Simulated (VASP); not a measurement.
A run of VASP 6.6.1:

File INCAR:

```
ALGO = Normal
EDIFF = 1E-6
ENCUT = 500
GGA = CA
GGA_COMPAT = False
ISIF = 2
ISMEAR = 0
LASPH = True
LCHARG = False
LREAL = False
LWAVE = False
NBANDS = 16
NELM = 120
PREC = Accurate
SIGMA = 0.15
```

File KPOINTS:

```
k-points
0
Gamma
  18 18 10
```

The input POSCAR:

```
Ir
1.0
    2.8946000000      0.0000000000      0.0000000000
   -1.4473000000      2.5067971338      0.0000000000
    0.0000000000      0.0000000000      4.3131000000
Ir
2
Direct
    0.6666666667      0.3333333333      0.7500000000
    0.3333333333      0.6666666667      0.2500000000
```

Potentials or basis: VASP PAW LDA potentials, release 64 (Ir).

Launch:

```console
$ cat potpaw_LDA.64/Ir/POTCAR > POTCAR
$ mpirun -np 1 vasp_std > vasp.out
```

Hardware: 1 thread of Intel(R) Xeon(R) Platinum 8488C (Sapphire Rapids) (shared host).

How long does it take, and how much memory?

It took 50 s on 1 thread of Intel(R) Xeon(R) Platinum 8488C (Sapphire Rapids), with other jobs on the host, peak memory 0.2 GiB. Counts: scf iterations 12, k points 222.
